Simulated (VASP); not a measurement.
# Ir: single point with r2SCAN

Ir:

```
Ir
1.0
     0.00000    2.01568    1.87171
     2.01568    0.00000    1.87171
     2.01568    2.01568    0.00000
Ir
1
Direct
  0.00000 0.00000 0.00000
```

This cell differs from its parent crystal: strain +0.050 along x and y, -0.025 along z.

```json
{"Program": "VASP 6.6.1", "Task": "single point", "Functional": "r2SCAN", "Potentials or basis": "VASP PAW PBE potentials, release 64 (Ir)", "Cutoff": "520 eV", "k mesh": "22 × 22 × 22", "Occupations": "gaussian, width 0.15 eV", "Spin": "no spin polarisation"}
```

The pressure is -18.8 GPa and the band gap on the k mesh is zero (an odd number of electrons rules out a gap without spin polarisation).

Stress tensor (GPa, compression positive):
```
-26.11   0.00   0.00
  0.00 -26.11   0.00
  0.00   0.00  -4.20
```

Levels at points of the mesh, in eV from the Fermi level:
```
           k point  band 1  band 2  band 3  band 4  band 5  band 6  band 7  band 8
(0.00, 0.00, 0.00)  -10.70   -3.79   -3.79   -2.93   -1.73   -0.62   15.37   19.99
(0.50, 0.00, 0.00)   -7.61   -4.14   -3.16   -0.45    0.57    1.12    7.02   14.77
(0.50, 0.50, 0.00)   -7.26   -6.86    0.73    1.46    1.46    2.93   11.10   11.10
(0.50, 0.00, 0.50)   -7.37   -6.72    0.70    0.96    1.34    1.76    9.51   12.18
```

Wall time 5.4 min on 1 thread of Intel(R) Xeon(R) Platinum 8375C CPU @ 2.90GHz (Ice Lake) (shared host), peak memory 0.25 GiB.

Caveat: the cell differs from its parent crystal (strain +0.050 along x and y, -0.025 along z); the stress differs along the axes, from -26 to -4 GPa; the PAW data sets were made with another functional, which shifts forces and pressure a little; spin-orbit coupling is left out, which moves the levels of the heavy elements.
